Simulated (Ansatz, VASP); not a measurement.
One calculation of Si, two programs

The input INCAR:

```
ALGO     = Normal         # electronic algorithm
EDIFF    = 1E-7           # SCF threshold, eV
ENCUT    = 520            # plane-wave cutoff, eV
GGA      = PE             # functional
ISIF     = 2              # what is computed and relaxed
ISMEAR   = -1             # smearing method
LASPH    = T              # aspherical terms in the spheres
LCHARG   = F              # write CHGCAR
LREAL    = F              # projectors in reciprocal space
LWAVE    = F              # write WAVECAR
NBANDS   = 11             # bands
NELM     = 80             # most SCF steps
PREC     = Accurate       # precision mode
SIGMA    = 0.02           # smearing width, eV
```

The input KPOINTS:

```
k-points
0
Gamma
  8 8 8
```

File POSCAR:

```
Si
1.0
    0.0258862294      2.7207839361      2.7207839361
    2.7207839361      0.0258862294      2.7207839361
    2.7207839361      2.7207839361      0.0258862294
Si
2
Direct
    0.0006120971      0.0006120971      0.0006120971
    0.2493879029      0.2493879029      0.2493879029
```

Input for Ansatz:

```yaml
crystal:
  lattice:
    - [0.0258862294, 2.7207839361, 2.7207839361]
    - [2.7207839361, 0.0258862294, 2.7207839361]
    - [2.7207839361, 2.7207839361, 0.0258862294]
  atoms:
    - { symbol: Si, position: [0.0006120971, 0.0006120971, 0.0006120971] }
    - { symbol: Si, position: [0.2493879029, 0.2493879029, 0.2493879029] }
kpoints:
  mp_grid: { grid: [8, 8, 8] }
  band_path:
    path:
      - [0.0, 0.0, 0.0]
      - [0.5, 0.0, 0.5]
      - [0.625, 0.25, 0.625]
      - [0.375, 0.375, 0.75]
      - [0.5, 0.5, 0.5]
      - [0.5, 0.25, 0.75]
      - [0.0, 0.424479, 0.424479]
    npoints: 1
hamiltonian:
  xc: pbe
scf:
  occupations: { method: fermi_dirac, width: 0.02 }
  n_extra_bands: 4
output:
  forces: true
  stress: true
  eigenvalues: true
```

Change from the starting cell: epitaxial_111 strain -1.0%.

Alike in both runs: task single point; functional PBE; k mesh 8 × 8 × 8; occupations fermi-dirac, width 0.02 eV; no spin polarisation.

|  | VASP | Ansatz |
| --- | --- | --- |
| version | VASP 6.6.1 | Ansatz 0.2.0 |
| potentials or method | VASP PAW PBE potentials, release 64 (Si) | plane waves, PAW |
| plane-wave cutoff (eV) | 520 | 420 |
| valence electrons in the cell | 8 | 8 |

```csv
,VASP,Ansatz,Ansatz less VASP
pressure (GPa),2.8,2.9,+0.08
"traceless stress, the component that is largest in VASP (GPa)",-0.75,-0.75,+0.004
rms of the force components (eV/Å),0.004,0.004,+0.0004
```

Atom by atom the forces differ by 0.000 eV/Å (rms over components).
